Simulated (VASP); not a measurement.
BeTe, 4 atoms in the cell. The structure is hexagonal, space group P6_3/mmc (No. 194). The conventional cell has a = 4.031 Å, b = 4.031 Å, c = 8.144 Å, α = 90.00°, β = 90.00°, γ = 120.00°. Be (site symmetry -6m2) has 3 Te at 2.33 Å within 3.1 Å. Te (site symmetry -6m2) has 3 Be at 2.33 Å within 3.1 Å. 

| Quantity | Value |
| --- | --- |
| Program | VASP 6.6.1 |
| Task | single point |
| Functional | HSE06 |
| Potentials or basis | VASP PAW PBE potentials, release 64 (Be, Te) |
| Cutoff | 520 eV |
| k mesh | 6 × 6 × 2 |
| Occupations | gaussian, width 0.01 eV |
| Spin | no spin polarisation |
| Dipole correction | no |
| Grid for exact exchange (PRECFOCK) | Normal |
| Further INCAR settings | ALGO = Normal; EDIFF = 1e-06; NBANDS = 16 |
| Screening parameter | 0.2079 1/Å |

Potentials or basis: VASP PAW PBE potentials, release 64 (Be, Te).

Run with:

```console
$ cat potpaw_PBE.64/Be/POTCAR potpaw_PBE.64/Te/POTCAR > POTCAR
$ cp INCAR.step1 INCAR
$ mpirun -np 1 vasp_std > vasp.out
$ cp INCAR.step2 INCAR
$ mpirun -np 1 vasp_std > vasp.out
```

Hardware: 1 thread of AMD EPYC 9R45 96-Core Processor (Zen 5) (shared host).

**Question.** Estimate the wall time of this run.

**Answer.** Wall time 20 min on 1 thread of AMD EPYC 9R45 96-Core Processor (Zen 5) (shared host), peak memory 0.34 GiB. Counts: k points 14.
